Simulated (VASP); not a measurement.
Ir, 2 atoms in the cell. Symmetry: P6_3/mmc, No. 194, hexagonal system. The conventional cell has a = 2.751 Å, b = 2.751 Å, c = 4.462 Å, α = 90.00°, β = 90.00°, γ = 120.00°. Within 3.6 Å of Ir (site symmetry -6m2) lie 12 Ir at 2.74 to 2.75 Å. This isn't the form of Ir at room conditions, which is fcc.

* Program: VASP 6.6.1
* Task: relaxation of cell and atoms
* Functional: LDA
* Potentials or basis: VASP PAW LDA potentials, release 64 (Ir)
* Cutoff: 600 eV
* k mesh: 10 × 10 × 6
* Occupations: methfessel-paxton, width 0.05 eV
* Spin: no spin polarisation
* Target pressure: 30 GPa
* Dipole correction: no
* Further INCAR settings: ALGO = Normal; EDIFF = 1e-07; IBRION = 2; EDIFFG = -0.02; NSW = 80; ISIF = 3

Potentials or basis: VASP PAW LDA potentials, release 64 (Ir).

Run with:

```console
$ cat potpaw_LDA.64/Ir/POTCAR > POTCAR
$ mpirun -np 1 vasp_std > vasp.out
```

Hardware: 1 thread of Intel Xeon 8259CL, on a shared host.

**Question.** Estimate the wall time of this run.

**Answer.** It took 3.1 min on 1 thread of Intel Xeon 8259CL (shared host), peak memory 0.17 GiB. Counts: scf iterations 79, k points 56, ion steps 10.
